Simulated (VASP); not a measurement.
# Re in VASP: further runs

Runs on Re. Level: PBEsol. Tasks: single point.

All numbers are computed with VASP 6.6.1; they aren't measurements. Logs are shortened: lines on timing, memory, paths and dates and some standing lists are left out, and cuts for length are marked.

### 1 The cell of the first run

It takes space group Fm-3m (No. 225, cubic). Conventional cell: a = 4.266 Å, b = 4.266 Å, c = 4.266 Å, α = 90.00°, β = 90.00°, γ = 90.00°. Within 4.0 Å of Re (site symmetry m-3m) lie 12 Re at 3.02 Å.

This isn't the form of Re at room conditions, which is hcp.

### 2 Single point, PBEsol (strain +0.080 along x and y, +0.080 along z)

INCAR reads:

```
  PREC = Accurate
  ENCUT = 520
  EDIFF = 1E-7
  ISMEAR = 0
  SIGMA = 0.15
  LREAL = False
  LASPH = True
  NELM = 100
  ALGO = Normal
  ISIF = 2
  LWAVE = False
  LCHARG = True
  GGA = PS
  LELF = True
  LVHAR = True
  NBANDS = 10
```

KPOINTS reads:

```
regular mesh
0
Gamma
  20 20 20
```

POSCAR reads:

```
Re
1.0
    0.0000000000      2.1330000000      2.1330000000
    2.1330000000      0.0000000000      2.1330000000
    2.1330000000      2.1330000000      0.0000000000
Re
1
Direct
    0.0000000000      0.0000000000      0.0000000000
```

Potentials or basis: VASP PAW PBE potentials, release 64 (Re).

The run is started by

```console
> cat potpaw_PBE.64/Re/POTCAR > POTCAR
> mpirun -np 1 vasp_std > vasp.out
```

OUTCAR:

```text
PREC = Accurate
   ENCUT = 520
   EDIFF = 1E-7
   ISMEAR = 0
   LREAL = False
   LASPH = True
   NELM = 100
   ISIF = 2
   GGA = PS

 ion  position               nearest neighbor table
   1  0.000  0.000  0.000-

  LATTYP: Found a face centered cubic cell.
 ALAT       =     4.2660000000

  Lattice vectors:

 A1 = (   0.0000000000,   2.1330000000,   2.1330000000)
 A2 = (   2.1330000000,   0.0000000000,   2.1330000000)
 A3 = (   2.1330000000,   2.1330000000,   0.0000000000)

Analysis of symmetry for initial positions (statically):
=====================================================================
 Subroutine PRICEL returns:
 Original cell was already a primitive cell.

 Routine SETGRP: Setting up the symmetry group for a
 face centered cubic supercell.

 Subroutine GETGRP returns: Found 48 space group operations
 (whereof 48 operations were pure point group operations)
 out of a pool of 48 trial point group operations.

The static configuration has the point symmetry O_h .

Analysis of symmetry for dynamics (positions and initial velocities):
=====================================================================
 Subroutine PRICEL returns:
 Original cell was already a primitive cell.

 Routine SETGRP: Setting up the symmetry group for a
 face centered cubic supercell.

 Subroutine GETGRP returns: Found 48 space group operations
 (whereof 48 operations were pure point group operations)
 out of a pool of 48 trial point group operations.

The dynamic configuration has the point symmetry O_h .

 Subroutine INISYM returns: Found 48 space group operations
 (whereof 48 operations are pure point group operations),
 and found     1 'primitive' translations

----------------------------------------------------------------------------------------

                                     Primitive cell

  volume of cell :      19.4090

  direct lattice vectors                    reciprocal lattice vectors
     0.000000000  2.133000000  2.133000000    -0.234411627  0.234411627  0.234411627
     2.133000000  0.000000000  2.133000000     0.234411627 -0.234411627  0.234411627
     2.133000000  2.133000000  0.000000000     0.234411627  0.234411627 -0.234411627

  length of vectors
     3.016517529  3.016517529  3.016517529     0.406012848  0.406012848  0.406012848

  position of ions in fractional coordinates (direct lattice)
     0.000000000  0.000000000  0.000000000

  ion indices of the primitive-cell ions
   primitive index   ion index
                 1           1

----------------------------------------------------------------------------------------

 KPOINTS: regular mesh

Automatic generation of k-mesh.
 Grid dimensions read from file:
 generate k-points for:   20   20   20

 Generating k-lattice:

  Cartesian coordinates                     Fractional coordinates (reciprocal lattice)
    -0.011720581  0.011720581  0.011720581     0.050000000  0.000000000  0.000000000
     0.011720581 -0.011720581  0.011720581     0.000000000  0.050000000  0.000000000
     0.011720581  0.011720581 -0.011720581     0.000000000  0.000000000  0.050000000

  Length of vectors
     0.020300642  0.020300642  0.020300642

  Shift w.r.t. Gamma in fractional coordinates (k-lattice)
     0.000000000  0.000000000  0.000000000

 Subroutine IBZKPT returns following result:
 ===========================================

 Found    256 irreducible k-points:

 Following reciprocal coordinates:
            Coordinates               Weight
  0.000000  0.000000  0.000000      1.000000
  0.050000  0.000000  0.000000      8.000000
  0.100000  0.000000  0.000000      8.000000
  0.150000  0.000000  0.000000      8.000000
  0.200000  0.000000  0.000000      8.000000
  0.250000  0.000000  0.000000      8.000000
[... 16 lines left out ...]
 -0.400000  0.050000  0.000000     24.000000
 -0.350000  0.050000  0.000000     24.000000
 [... further k-points ...]
   k-points           NKPTS =    256   k-points in BZ     NKDIM =    256   number of bands    NBANDS=     10
   number of dos      NEDOS =    301   number of ions     NIONS =      1
   total plane-waves  NPLWV =  13824
   dimension x,y,z NGX =    24 NGY =   24 NGZ =   24
   dimension x,y,z NGXF=    48 NGYF=   48 NGZF=   48
   ions per type =               1
   NGX,Y,Z   is equivalent  to a cutoff of  13.23, 13.23, 13.23 a.u.
   NGXF,Y,Z  is equivalent  to a cutoff of  26.45, 26.45, 26.45 a.u.
 SYSTEM =  unknown system
   PREC   = accura    normal or accurate (medium, high low for compatibility)
   ISTART =      0    job   : 0-new  1-cont  2-samecut
   ICHARG =      2    charge: 1-file 2-atom 10-const
   ISPIN  =      1    spin polarized calculation?
   LNONCOLLINEAR =      F non collinear calculations
   LSORBIT =      F    spin-orbit coupling
   LASPH  =      T    aspherical Exc in radial PAW
   ENCUT  =  520.0 eV  38.22 Ry    6.18 a.u.   5.61  5.61  5.61*2*pi/ulx,y,z
   NELM   =    100;   NELMIN=  2; NELMDL= -5     # of ELM steps
   EDIFF  = 0.1E-06   stopping-criterion for ELM
   LREAL  =      F    real-space projection
   EDIFFG = 0.1E-05   stopping-criterion for IOM
   NSW    =      0    number of steps for IOM
   IBRION =     -1    ionic relax: 0-MD 1-quasi-New 2-CG
   NFREE  =      0    steps in history (QN), initial steepest desc. (CG)
   ISIF   =      2    stress and relaxation
   ISYM   =      2    0-nonsym 1-usesym 2-fastsym
   POTIM  = 0.5000    time-step for ionic-motion
   TEBEG  =    0.0;   TEEND  =   0.0 temperature during run
   PSTRESS=    0.0 pullay stress
   NELECT =       7.0000    total number of electrons
   NUPDOWN=      -1.0000    fix difference up-down
   EMIN   =  10.00;   EMAX   =-10.00  energy-range for DOS
   EFERMI =   0.00;   METHOD = LEGACY
   ISMEAR =     0;   SIGMA  =   0.15  broadening in eV -4-tet -1-fermi 0-gaus
   EFERMI_NEDOS =   21; number of points for ismear=-14 and -15
   IALGO  =     38    algorithm
   IMIX   =      4    mixing-type and parameters
     AMIX     =   0.40;   BMIX     =  1.00
     AMIX_MAG =   1.60;   BMIX_MAG =  1.00
  volume/ion in A,a.u.               =      19.41       130.98
  Fermi-wavevector in a.u.,A,eV,Ry     =   1.165306  2.202109 18.475870  1.357938
  Thomas-Fermi vector in A             =   2.301833
   LORBIT       =      0    0 simple, 1 ext, 2 COOP (PROOUT), +10 PAW based schemes
   GGA     = PS    functional components
   LHFCALC =     F    Hartree Fock is set to
   AEXX    =    0.0000 exact exchange contribution
   IVDW    =     0    specifies the selected vdW correction
   LEPSILON=     F    determine dielectric tensor
   LRPA    =     F    only Hartree local field effects (RPA)
 non-spin polarized calculation
 Gauss-broadening in eV      SIGMA  =   0.15
  energy-cutoff  :      520.00
  volume of cell :       19.41
 maximum number of plane-waves:       544
   NGX = 11   NGY = 11   NGZ = 11

 number of electron       7.0000000 magnetization

 Free energy of the ion-electron system (eV)
  ---------------------------------------------------
  ext. energy  EPLUGINS =         0.00000000
  ---------------------------------------------------
  free energy    TOTEN  =       -12.15876436 eV

  energy without entropy =      -12.14535345  energy(sigma->0) =      -12.15205890

 E-fermi :   4.8776     XC(G=0): -12.3502

 val. band max:        4.8720157920   @ k =   0.5000   0.2500   0.0500
 cond. band min:       4.8794794537   @ k =  -0.3500   0.3000   0.1500
 fundamental gap:      0.0074636616
 Fermi energy:         4.8775586851

 k-point     1 :       0.0000    0.0000    0.0000
  band No.  band energies     occupation
      1      -3.3495      2.00000
      2       3.5887      2.00000
      3       3.5887      2.00000
      4       3.5887      2.00000
      5       5.6546      0.00000
      6       5.6546      0.00000
      7      18.4518      0.00000
      8      22.5977      0.00000
      9      22.5977      0.00000
     10      22.5977      0.00000

 k-point     2 :       0.0500    0.0000    0.0000
  band No.  band energies     occupation
      1      -3.2630      2.00000
      2       3.5378      2.00000
      3       3.6267      2.00000
      4       3.6267      2.00000
      5       5.6295      0.00000
      6       5.6295      0.00000
      7      18.6030      0.00000
      8      22.0595      0.00000
      9      22.7368      0.00000
     10      22.7368      0.00000

 k-point     3 :       0.1000    0.0000    0.0000
  band No.  band energies     occupation
      1      -3.0085      2.00000
      2       3.4000      2.00000
      3       3.7288      2.00000
      4       3.7288      2.00000
      5       5.5708      0.00000
      6       5.5708      0.00000
      7      19.0245      0.00000
      8      20.9553      0.00000
      9      23.1410      0.00000
     10      23.1410      0.00000

 k-point     4 :       0.1500    0.0000    0.0000
  band No.  band energies     occupation
      1      -2.6031      2.00000
      2       3.2161      2.00000
      3       3.8553      2.00000
      4       3.8553      2.00000
      5       5.5300      0.00000
      6       5.5300      0.00000
      7      19.5954      0.00000
      8      19.7344      0.00000
      9      23.7696      0.00000
     10      23.7696      0.00000
[... 222 lines left out ...]
 k-point    22 :      -0.4500    0.0500    0.0000
  band No.  band energies     occupation
      1      -0.1284      2.00000
      2       3.4109      2.00000
      3       3.5402      2.00000
      4       4.6622      1.95770
      5       7.1856      0.00000
      6       7.5647      0.00000
      7      11.5620      0.00000
      8      18.1103      0.00000
      9      21.6358      0.00000
     10      22.1067      0.00000

 k-point    23 :      -0.4000    0.0500    0.0000
  band No.  band energies     occupation
      1      -0.1970      2.00000
      2       3.4832      2.00000
      3       3.5938      2.00000
      4       4.1526      2.00000
      5       6.8850      0.00000
      6       7.3695      0.00000
      7      12.4878      0.00000
      8      18.3507      0.00000
      9      21.8787      0.00000
     10      22.8103      0.00000

 k-point    24 :      -0.3500    0.0500    0.0000
  band No.  band energies     occupation
      1      -0.3757      2.00000
      2       3.5352      2.00000
      3       3.6045      2.00000
      4       3.6944      2.00000
      5       6.4741      0.00000
      6       7.0343      0.00000
      7      13.8203      0.00000
      8      18.7960      0.00000
      9      22.4418      0.00000
     10      23.8601      0.00000

 [... further k-points ...]

------------------------ aborting loop because EDIFF is reached ----------------------------------------

  FORCE on cell =-STRESS in cart. coord.  units (eV):
  Direction    XX          YY          ZZ          XY          YZ          ZX
  --------------------------------------------------------------------------------------
  -------------------------------------------------------------------------------------
  Total       -7.0736321     -7.0736321     -7.0736321      0.0000000      0.0000000      0.0000000
  in kB     -583.9161500   -583.9161500   -583.9161500      0.0000000      0.0000000      0.0000000
  external PRESSURE =    -583.9161500 kB  Pullay stress =       0.0000000 kB

 VOLUME and BASIS-vectors are now :
 -----------------------------------------------------------------------------
  energy-cutoff  :      520.00
  volume of cell :       19.41
      direct lattice vectors                 reciprocal lattice vectors
     0.000000000  2.133000000  2.133000000    -0.234411627  0.234411627  0.234411627
     2.133000000  0.000000000  2.133000000     0.234411627 -0.234411627  0.234411627
     2.133000000  2.133000000  0.000000000     0.234411627  0.234411627 -0.234411627

 POSITION                                       TOTAL-FORCE (eV/Angst)
 -----------------------------------------------------------------------------------
      0.00000      0.00000      0.00000         0.000000      0.000000     -0.000000
 -----------------------------------------------------------------------------------
    total drift:                                0.000000     -0.000000     -0.000000

  FREE ENERGIE OF THE ION-ELECTRON SYSTEM (eV)
  ---------------------------------------------------
  free  energy   TOTEN  =       -12.1587643596 eV

  energy  without entropy=      -12.1453534488  energy(sigma->0) =      -12.15205890
```

Run time: 26 s. Hardware: 1 thread of AMD EPYC 9R45 (Zen 5), shared host; peak memory 0.15 GiB.

Results:

```yaml
Free_energy: -12.1588 eV
Pressure: -58.4 GPa
Band_gap_on_the_k_mesh: zero (an odd number of electrons rules out a gap without spin polarisation)
```

Caveat: the cell differs from its parent crystal (strain +0.080 along x and y, +0.080 along z); the cell stands under tension; the PAW data sets were made with another functional, which shifts forces and pressure a little; spin-orbit coupling is left out, which moves the levels of the heavy elements.

### 3 Single point, PBEsol (strain -0.080 along x and y, -0.040 along z)

INCAR reads:

```
SYSTEM = Re
PREC     = Accurate       ! precision mode
ENCUT    = 520            ! plane-wave cutoff, eV
EDIFF    = 1E-6           ! SCF threshold, eV
ISMEAR   = 0              ! smearing method
SIGMA    = 0.15           ! smearing width, eV
LREAL    = .FALSE.        ! projectors in reciprocal space
LASPH    = .TRUE.         ! aspherical terms in the spheres
NELM     = 80             ! most SCF steps
ALGO     = Normal         ! electronic algorithm
ISIF     = 2              ! what is computed and relaxed
LWAVE    = .FALSE.        ! write WAVECAR
LCHARG   = .FALSE.        ! write CHGCAR
GGA      = PS             ! functional
NBANDS   = 10             ! bands
```

KPOINTS reads:

```
regular mesh
0
G
  20 20 20
  0 0 0
```

POSCAR reads:

```
Re
1.0
    0.0000000000      1.8170000000      1.8960000000
    1.8170000000      0.0000000000      1.8960000000
    1.8170000000      1.8170000000      0.0000000000
Re
1
Direct
    0.0000000000      0.0000000000      0.0000000000
```

Potentials or basis: VASP PAW PBE potentials, release 64 (Re).

The run is started by

```console
> cat potpaw_PBE.64/Re/POTCAR > POTCAR
> mpirun -np 1 vasp_std > vasp.out
```

Run time: 36 s. Hardware: 1 thread of AMD EPYC 9R45 (Zen 5), shared host; peak memory 0.17 GiB.

It converged, with:

| Property | Result |
| --- | --- |
| Free energy | -12.7965 eV |
| Pressure | 86.6 GPa |
| Band gap on the k mesh | zero (an odd number of electrons rules out a gap without spin polarisation) |

Stress tensor (GPa, compression positive):
```
93.30  0.00  0.00
 0.00 93.30  0.00
 0.00  0.00 73.19
```

Levels at points of the mesh, in eV from the Fermi level:
```csv
k point,band 1,band 2,band 3,band 4,band 5,band 6,band 7,band 8,band 9
"(0.00, 0.00, 0.00)",-11.35,-2.97,-2.21,-2.21,1.00,2.13,14.03,19.43,21.24
"(0.50, 0.00, 0.00)",-8.24,-3.17,-2.37,0.62,4.64,5.10,12.61,13.52,21.94
"(0.50, 0.50, 0.00)",-8.49,-7.42,3.05,4.91,5.83,5.83,14.23,14.23,15.49
"(0.50, 0.00, 0.50)",-8.51,-7.52,4.06,4.75,5.41,6.32,13.00,13.99,16.77
```

Caveat: the cell differs from its parent crystal (strain -0.080 along x and y, -0.040 along z); the cell stands under pressure; the PAW data sets were made with another functional, which shifts forces and pressure a little; spin-orbit coupling is left out, which moves the levels of the heavy elements.

### 4 Single point, PBEsol (strain -0.080 along x and y, +0.000 along z)

INCAR reads:

```
SYSTEM = Re
  PREC = Accurate
  ENCUT = 520
  EDIFF = 1E-6
  ISMEAR = 0
  SIGMA = 0.15
  LREAL = .False.
  LASPH = .True.
  NELM = 100
  ALGO = Fast
  ISIF = 2
  LWAVE = .False.
  LCHARG = .True.
  GGA = PS
  LELF = .True.
  LVHAR = .True.
  NBANDS = 10
```

KPOINTS reads:

```
regular mesh
0
Gamma
  20 20 20
  0 0 0
```

POSCAR reads:

```
Re
1.0
    0.0000000000      1.8170000000      1.9750000000
    1.8170000000      0.0000000000      1.9750000000
    1.8170000000      1.8170000000      0.0000000000
Re
1
Direct
    0.0000000000      0.0000000000      0.0000000000
```

Potentials or basis: VASP PAW PBE potentials, release 64 (Re).

The run is started by

```console
> cat potpaw_PBE.64/Re/POTCAR > POTCAR
> mpirun -np 1 vasp_std > vasp.out
```

OUTCAR:

```text
SYSTEM = Re
   PREC = Accurate
   ENCUT = 520
   EDIFF = 1E-6
   ISMEAR = 0
   LREAL = .False.
   LASPH = .True.
   NELM = 100
   ISIF = 2
   GGA = PS

 ion  position               nearest neighbor table
   1  0.000  0.000  0.000-

  LATTYP: Found a body centered tetragonal cell.
 ALAT       =     2.5696260428
 C/A-ratio  =     1.5371886548

  Lattice vectors:

 A1 = (  -1.8170000000,   0.0000000000,   1.9750000000)
 A2 = (   1.8170000000,   0.0000000000,   1.9750000000)
 A3 = (   0.0000000000,   1.8170000000,  -1.9750000000)

Analysis of symmetry for initial positions (statically):
=====================================================================
 Subroutine PRICEL returns:
 Original cell was already a primitive cell.

 Routine SETGRP: Setting up the symmetry group for a
 body centered tetragonal supercell.

 Subroutine GETGRP returns: Found 16 space group operations
 (whereof 16 operations were pure point group operations)
 out of a pool of 16 trial point group operations.

The static configuration has the point symmetry D_4h.

Analysis of symmetry for dynamics (positions and initial velocities):
[... 164 lines left out ...]

 k-point     1 :       0.0000    0.0000    0.0000
  band No.  band energies     occupation
      1      -1.4397      2.00000
      2       6.3804      2.00000
      3       7.8323      2.00000
      4       7.8323      2.00000
      5       9.9667      0.00175
      6      12.1102      0.00000
      7      23.7393      0.00000
      8      27.8833      0.00000
      9      31.1441      0.00000
     10      31.1468      0.00000
[... 287 lines left out ...]
 k-point    24 :      -0.3500    0.0500    0.0000
  band No.  band energies     occupation
      1       1.9032      2.00000
      2       6.5708      2.00000
      3       7.9331      2.00000
      4       8.1384      2.00000
      5      12.4134      0.00000
      6      13.8027      0.00000
      7      22.2779      0.00000
      8      26.2586      0.00000
      9      32.7394      0.00000
     10      34.7918      0.00000

 [... further k-points ...]

------------------------ aborting loop because EDIFF is reached ----------------------------------------

  FORCE on cell =-STRESS in cart. coord.  units (eV):
  Direction    XX          YY          ZZ          XY          YZ          ZX
  --------------------------------------------------------------------------------------
  -------------------------------------------------------------------------------------
  Total        5.8009179      5.8009179      2.8910449      0.0000000      0.0000000      0.0000000
  in kB      712.6894902    712.6894902    355.1881450      0.0000000      0.0000000      0.0000000
  external PRESSURE =     593.5223751 kB  Pullay stress =       0.0000000 kB

 VOLUME and BASIS-vectors are now :
 -----------------------------------------------------------------------------
  energy-cutoff  :      520.00
  volume of cell :       13.04
      direct lattice vectors                 reciprocal lattice vectors
     0.000000000  1.817000000  1.975000000    -0.275178866  0.275178866  0.253164557
     1.817000000  0.000000000  1.975000000     0.275178866 -0.275178866  0.253164557
     1.817000000  1.817000000  0.000000000     0.275178866  0.275178866 -0.253164557

 POSITION                                       TOTAL-FORCE (eV/Angst)
 -----------------------------------------------------------------------------------
      0.00000      0.00000      0.00000        -0.000000      0.000000     -0.000000
 -----------------------------------------------------------------------------------
    total drift:                               -0.000000     -0.000000     -0.000000

  FREE ENERGIE OF THE ION-ELECTRON SYSTEM (eV)
  ---------------------------------------------------
  free  energy   TOTEN  =       -12.9711863207 eV

  energy  without entropy=      -12.9626675411  energy(sigma->0) =      -12.96692693
```

Wall time 44 s (1 thread of AMD EPYC 9R45 (Zen 5), shared host); peak memory 0.17 GiB.

What came out:

```
Free energy            : -12.9712 eV
Pressure               : 59.4 GPa
Band gap on the k mesh : zero (an odd number of electrons rules out a gap without spin polarisation)
```

Caveat: the cell differs from its parent crystal (strain -0.080 along x and y, +0.000 along z); the cell stands under pressure; the PAW data sets were made with another functional, which shifts forces and pressure a little; spin-orbit coupling is left out, which moves the levels of the heavy elements.

(Part 1 of 2 ends here.)
